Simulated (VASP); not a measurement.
# MoS2 (P6_3/mmc) in VASP: notebook

The runs below take MoS2 through single point, with PBE.

Program: VASP 6.6.1. These are calculated values, not measurements. Logs are shortened: lines on timing, memory, paths and dates and some standing lists are left out, and cuts for length are marked.

**1. The cell of the first run**

Symmetry: P6_3/mmc, No. 194, hexagonal system. Conventional cell: a = 3.110 Å, b = 3.110 Å, c = 12.187 Å, α = 90.00°, β = 90.00°, γ = 120.00°. Mo (site symmetry -6m2) has 6 S at 2.39 Å and 6 Mo at 3.11 Å within 3.2 Å. S (site symmetry 3m) has 3 Mo at 2.39 Å and 7 S at 3.11 to 3.15 Å within 3.2 Å.

**2. Single point, PBE (strain -2.0%)**

Input file INCAR:

```
SYSTEM = MoS2
PREC = Accurate
ENCUT = 520
EDIFF = 1E-6
ISMEAR = -1
SIGMA = 0.02
LREAL = .False.
LASPH = .True.
NELM = 60
ALGO = Normal
ISIF = 2
LWAVE = .False.
LCHARG = .False.
GGA = PE
NBANDS = 35
```

Input file KPOINTS:

```
regular mesh
0
Gamma
  12 12 2
  0 0 0
```

Input file POSCAR:

```
MoS2
1.0
    3.1095595307      0.0000000000      0.0000000000
   -1.5547797654      2.6929575482      0.0000000000
    0.0000000000      0.0000000000     12.1871780400
Mo S
2 4
Direct
    0.3333333333      0.6666666667      0.2500000000
    0.6666666667      0.3333333333      0.7500000000
    0.6666666667      0.3333333333      0.3790656787
    0.6666666667      0.3333333333      0.1209343213
    0.3333333333      0.6666666667      0.8790656787
    0.3333333333      0.6666666667      0.6209343213
```

Potentials or basis: VASP PAW PBE potentials, release 64 (Mo_sv, S).

Launch:

```sh
$ cat potpaw_PBE.64/Mo_sv/POTCAR potpaw_PBE.64/S/POTCAR > POTCAR
$ mpirun -np 1 vasp_std > vasp.out
```

OUTCAR:

```text
SYSTEM = MoS2
   PREC = Accurate
   ENCUT = 520
   EDIFF = 1E-6
   ISMEAR = -1
   LREAL = .False.
   LASPH = .True.
   NELM = 60
   ISIF = 2
   GGA = PE

 ion  position               nearest neighbor table
   1  0.333  0.667  0.250-   3 2.39   4 2.39   3 2.39   4 2.39   3 2.39   4 2.39
   2  0.667  0.333  0.750-   5 2.39   6 2.39   5 2.39   6 2.39   5 2.39   6 2.39
   3  0.667  0.333  0.379-   1 2.39   1 2.39   1 2.39
   4  0.667  0.333  0.121-   1 2.39   1 2.39   1 2.39
   5  0.333  0.667  0.879-   2 2.39   2 2.39   2 2.39
   6  0.333  0.667  0.621-   2 2.39   2 2.39   2 2.39

  LATTYP: Found a hexagonal cell.
 ALAT       =     3.1095595307
 C/A-ratio  =     3.9192618503

  Lattice vectors:

 A1 = (   3.1095595307,   0.0000000000,   0.0000000000)
 A2 = (  -1.5547797654,   2.6929575482,   0.0000000000)
 A3 = (   0.0000000000,   0.0000000000,  12.1871780400)

Analysis of symmetry for initial positions (statically):
=====================================================================
 Subroutine PRICEL returns:
 Original cell was already a primitive cell.

 Routine SETGRP: Setting up the symmetry group for a
 hexagonal supercell.

 Subroutine GETGRP returns: Found 24 space group operations
 (whereof 12 operations were pure point group operations)
 out of a pool of 24 trial point group operations.

The static configuration has the point symmetry D_3d.
 The point group associated with its full space group is D_6h.

Analysis of symmetry for dynamics (positions and initial velocities):
=====================================================================
 Subroutine PRICEL returns:
 Original cell was already a primitive cell.

 Routine SETGRP: Setting up the symmetry group for a
 hexagonal supercell.

 Subroutine GETGRP returns: Found 24 space group operations
 (whereof 12 operations were pure point group operations)
 out of a pool of 24 trial point group operations.

The dynamic configuration has the point symmetry D_3d.
 The point group associated with its full space group is D_6h.

 Subroutine INISYM returns: Found 24 space group operations
 (whereof 12 operations are pure point group operations),
 and found     1 'primitive' translations

----------------------------------------------------------------------------------------

                                     Primitive cell

  volume of cell :     102.0544

  direct lattice vectors                    reciprocal lattice vectors
     3.109559531  0.000000000  0.000000000     0.321588955  0.185669470  0.000000000
    -1.554779765  2.692957548  0.000000000     0.000000000  0.371338939  0.000000000
     0.000000000  0.000000000 12.187178040     0.000000000  0.000000000  0.082053450

  length of vectors
     3.109559531  3.109559531 12.187178040     0.371338939  0.371338939  0.082053450

  position of ions in fractional coordinates (direct lattice)
     0.333333333  0.666666667  0.250000000
     0.666666667  0.333333333  0.750000000
     0.666666667  0.333333333  0.379065679
     0.666666667  0.333333333  0.120934321
     0.333333333  0.666666667  0.879065679
     0.333333333  0.666666667  0.620934321

  ion indices of the primitive-cell ions
   primitive index   ion index
                 1           1
                 2           2
                 3           3
                 4           4
                 5           5
                 6           6

----------------------------------------------------------------------------------------

 KPOINTS: regular mesh

Automatic generation of k-mesh.
 Grid dimensions read from file:
 generate k-points for:   12   12    2

 Generating k-lattice:

  Cartesian coordinates                     Fractional coordinates (reciprocal lattice)
     0.026799080  0.015472456  0.000000000     0.083333333  0.000000000  0.000000000
     0.000000000  0.030944912  0.000000000     0.000000000  0.083333333  0.000000000
     0.000000000  0.000000000  0.041026725     0.000000000  0.000000000  0.500000000

  Length of vectors
     0.030944912  0.030944912  0.041026725

  Shift w.r.t. Gamma in fractional coordinates (k-lattice)
     0.000000000  0.000000000  0.000000000

 Subroutine IBZKPT returns following result:
 ===========================================

 Found     38 irreducible k-points:

 Following reciprocal coordinates:
            Coordinates               Weight
  0.000000  0.000000  0.000000      1.000000
  0.083333  0.000000  0.000000      6.000000
  0.166667  0.000000  0.000000      6.000000
  0.250000  0.000000  0.000000      6.000000
  0.333333  0.000000  0.000000      6.000000
  0.416667  0.000000  0.000000      6.000000
[... 16 lines left out ...]
  0.250000  0.000000  0.500000      6.000000
  0.333333  0.000000  0.500000      6.000000
 [... further k-points ...]
   k-points           NKPTS =     38   k-points in BZ     NKDIM =     38   number of bands    NBANDS=     35
   number of dos      NEDOS =    301   number of ions     NIONS =      6
   total plane-waves  NPLWV =  55296
   dimension x,y,z NGX =    24 NGY =   24 NGZ =   96
   dimension x,y,z NGXF=    48 NGYF=   48 NGZF=  192
   ions per type =               2   4
   NGX,Y,Z   is equivalent  to a cutoff of  12.83, 12.83, 13.10 a.u.
   NGXF,Y,Z  is equivalent  to a cutoff of  25.66, 25.66, 26.19 a.u.
 SYSTEM =  MoS2
   PREC   = accura    normal or accurate (medium, high low for compatibility)
   ISTART =      0    job   : 0-new  1-cont  2-samecut
   ICHARG =      2    charge: 1-file 2-atom 10-const
   ISPIN  =      1    spin polarized calculation?
   LNONCOLLINEAR =      F non collinear calculations
   LSORBIT =      F    spin-orbit coupling
   LASPH  =      T    aspherical Exc in radial PAW
   ENCUT  =  520.0 eV  38.22 Ry    6.18 a.u.   5.78  5.78 22.66*2*pi/ulx,y,z
   NELM   =     60;   NELMIN=  2; NELMDL= -5     # of ELM steps
   EDIFF  = 0.1E-05   stopping-criterion for ELM
   LREAL  =      F    real-space projection
   EDIFFG = 0.1E-04   stopping-criterion for IOM
   NSW    =      0    number of steps for IOM
   IBRION =     -1    ionic relax: 0-MD 1-quasi-New 2-CG
   NFREE  =      0    steps in history (QN), initial steepest desc. (CG)
   ISIF   =      2    stress and relaxation
   ISYM   =      2    0-nonsym 1-usesym 2-fastsym
   POTIM  = 0.5000    time-step for ionic-motion
   TEBEG  =    0.0;   TEEND  =   0.0 temperature during run
   PSTRESS=    0.0 pullay stress
   NELECT =      52.0000    total number of electrons
   NUPDOWN=      -1.0000    fix difference up-down
   EMIN   =  10.00;   EMAX   =-10.00  energy-range for DOS
   EFERMI =   0.00;   METHOD = LEGACY
   ISMEAR =    -1;   SIGMA  =   0.02  broadening in eV -4-tet -1-fermi 0-gaus
   EFERMI_NEDOS =   21; number of points for ismear=-14 and -15
   IALGO  =     38    algorithm
   IMIX   =      4    mixing-type and parameters
     AMIX     =   0.40;   BMIX     =  1.00
     AMIX_MAG =   1.60;   BMIX_MAG =  1.00
  volume/ion in A,a.u.               =      17.01       114.78
  Fermi-wavevector in a.u.,A,eV,Ry     =   1.307571  2.470952 23.262467  1.709743
  Thomas-Fermi vector in A             =   2.438297
   LORBIT       =      0    0 simple, 1 ext, 2 COOP (PROOUT), +10 PAW based schemes
   GGA     = PE    functional components
   LHFCALC =     F    Hartree Fock is set to
   AEXX    =    0.0000 exact exchange contribution
   IVDW    =     0    specifies the selected vdW correction
   LEPSILON=     F    determine dielectric tensor
   LRPA    =     F    only Hartree local field effects (RPA)
 non-spin polarized calculation
  energy-cutoff  :      520.00
  volume of cell :      102.05
 maximum number of plane-waves:      2770
 NGX is ok and might be reduce to    24
   NGX = 11   NGY = 11   NGZ = 45

 number of electron      51.9999999 magnetization

 Free energy of the ion-electron system (eV)
  ---------------------------------------------------
  ext. energy  EPLUGINS =         0.00000000
  ---------------------------------------------------
  free energy    TOTEN  =       -43.46631749 eV

  energy without entropy =      -43.46631749  energy(sigma->0) =      -43.46631749

 E-fermi :   8.4220     XC(G=0): -11.0928

 val. band max:        8.0603132777   @ k =   0.0000   0.0000   0.0000
 cond. band min:       8.9256731608   @ k =   0.1667   0.1667   0.0000
 fundamental gap:      0.8653598831
 Fermi energy:         8.4219800521

 k-point     1 :       0.0000    0.0000    0.0000
  band No.  band energies     occupation
      1     -53.3355      2.00000
      2     -53.3355      2.00000
      3     -27.5296      2.00000
      4     -27.5295      2.00000
      5     -27.2356      2.00000
      6     -27.2356      2.00000
[... 27 lines left out ...]
     34      10.6996      0.00000
     35      14.0253      0.00000

 k-point     2 :       0.0833    0.0000    0.0000
  band No.  band energies     occupation
      1     -53.3321      2.00000
      2     -53.3321      2.00000
      3     -27.5232      2.00000
      4     -27.5231      2.00000
      5     -27.2680      2.00000
      6     -27.2680      2.00000
[... 27 lines left out ...]
     34      10.6112      0.00000
     35      14.5680      0.00000

 k-point     3 :       0.1667    0.0000    0.0000
  band No.  band energies     occupation
      1     -53.3228      2.00000
      2     -53.3228      2.00000
      3     -27.5056      2.00000
      4     -27.5055      2.00000
      5     -27.3559      2.00000
      6     -27.3559      2.00000
[... 27 lines left out ...]
     34      11.0796      0.00000
     35      15.5481      0.00000
[... 723 lines left out ...]
 k-point    23 :       0.2500    0.0000    0.5000
  band No.  band energies     occupation
      1     -53.3101      2.00000
      2     -53.3101      2.00000
      3     -27.4814      2.00000
      4     -27.4814      2.00000
      5     -27.4741      2.00000
      6     -27.4741      2.00000
[... 27 lines left out ...]
     34      11.4288      0.00000
     35      15.5801      0.00000

 k-point    24 :       0.3333    0.0000    0.5000
  band No.  band energies     occupation
      1     -53.2973      2.00000
      2     -53.2973      2.00000
      3     -27.5902      2.00000
      4     -27.5902      2.00000
      5     -27.4572      2.00000
      6     -27.4572      2.00000
[... 27 lines left out ...]
     34      11.7142      0.00000
     35      14.8385      0.00000

 [... further k-points ...]
[... 5 lines left out ...]
  --------------------------------------------------------------------------------------
  -------------------------------------------------------------------------------------
  Total        5.3064198      5.3064198      3.3082633     -0.0000000     -0.0000000      0.0000000
  in kB       83.3068373     83.3068373     51.9372685     -0.0000000     -0.0000000      0.0000000
  external PRESSURE =      72.8503144 kB  Pullay stress =       0.0000000 kB

 VOLUME and BASIS-vectors are now :
 -----------------------------------------------------------------------------
  energy-cutoff  :      520.00
  volume of cell :      102.05
      direct lattice vectors                 reciprocal lattice vectors
     3.109559531  0.000000000  0.000000000     0.321588955  0.185669470  0.000000000
    -1.554779765  2.692957548  0.000000000     0.000000000  0.371338939  0.000000000
     0.000000000  0.000000000 12.187178040     0.000000000  0.000000000  0.082053450

 POSITION                                       TOTAL-FORCE (eV/Angst)
 -----------------------------------------------------------------------------------
     -0.00000      1.79531      3.04679        -0.000000     -0.000000      0.000000
      1.55478      0.89765      9.14038        -0.000000      0.000000      0.000000
      1.55478      0.89765      4.61974        -0.000000      0.000000      0.126180
      1.55478      0.89765      1.47385         0.000000     -0.000000     -0.126180
     -0.00000      1.79531     10.71333         0.000000      0.000000      0.126180
     -0.00000      1.79531      7.56744         0.000000      0.000000     -0.126180
 -----------------------------------------------------------------------------------
    total drift:                                0.000000     -0.000000      0.000000

  FREE ENERGIE OF THE ION-ELECTRON SYSTEM (eV)
  ---------------------------------------------------
  free  energy   TOTEN  =       -43.4663174921 eV

  energy  without entropy=      -43.4663174921  energy(sigma->0) =      -43.46631749
```

Wall time 60 s (1 thread of Intel Xeon 6975P-C (Granite Rapids), shared host); peak memory 0.28 GiB.

What came out:

| Item | Value |
| --- | --- |
| Free energy | -43.4663 eV |
| Pressure | 7.3 GPa |
| Largest force | 0.126 eV/Å |
| Band gap on the k mesh | 0.87 eV, indirect (least direct gap 1.85 eV) |

Forces in eV/Å, atoms in the order of the input:
```
Mo   0.000  0.000  0.000
Mo   0.000  0.000  0.000
S    0.000  0.000  0.126
S    0.000  0.000 -0.126
S    0.000  0.000  0.126
S    0.000  0.000 -0.126
```

Stress tensor (GPa, compression positive):
```
8.33 0.00 0.00
0.00 8.33 0.00
0.00 0.00 5.19
```

Levels at points of the mesh, in eV from the valence-band top:
```
           k point  band 22  band 23  band 24  band 25  band 26  band 27  band 28  band 29  band 30  band 31
(0.00, 0.00, 0.00)    -1.97    -1.97    -1.33    -1.17     0.00     2.31     2.31     2.34     2.34     2.44
(0.50, 0.00, 0.00)    -2.57    -1.57    -1.39    -1.33    -1.28     1.88     1.93     2.20     2.55     2.98
(0.00, 0.00, 0.50)    -2.00    -2.00    -2.00    -0.29    -0.29     2.31     2.31     2.31     2.31     2.55
(0.50, 0.00, 0.50)    -2.73    -1.45    -1.45    -1.33    -1.33     1.90     1.90     2.39     2.39     3.37
```

Caveat: the cell differs from its parent crystal (strain -2.0%); this functional lacks dispersion, which binds the layers, so the pressure and a relaxed spacing across them are unreliable. A k mesh can miss the band edges.

[end of part 1 of 2]
